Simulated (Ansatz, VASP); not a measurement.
**TiW3: VASP beside Ansatz**

```
Ti W
1.0
     2.78493    0.00000    0.00000
    -1.39247    2.41182    0.00000
     0.00000    0.00000    9.87035
Ti W
1 3
Direct
  0.66667 0.33333 0.00000
  0.33333 0.66667 0.74992
  0.33333 0.66667 0.25008
  0.66667 0.33333 0.50000
```

Alike in both runs: functional PBE; k mesh 18 × 18 × 6; occupations gaussian, width 0.1 eV; no spin polarisation.

Ansatz relaxed the structure, and its values are those at the end. VASP's run is a single point on that final structure, the one shown.

|  | VASP | Ansatz |
| --- | --- | --- |
| version | VASP 6.6.1 | Ansatz 0.2.0 |
| potentials or method | VASP PAW PBE potentials, release 64 (Ti_sv, W_sv), cutoff 520 eV | scalar-relativistic, plane waves, PAW |
| valence electrons in the cell | 54 | 54 |

```tsv
	VASP	Ansatz	Ansatz less VASP
gap on the k mesh at the Fermi level (eV)	none	none	-
pressure (GPa)	0.3	0.0	-0.25
rms of the force components (eV/Å)	0.009	0.000	-0.0082
```

A gap of «none» marks a metal or a gap that the smearing closes.

Spin-orbit coupling is off throughout.
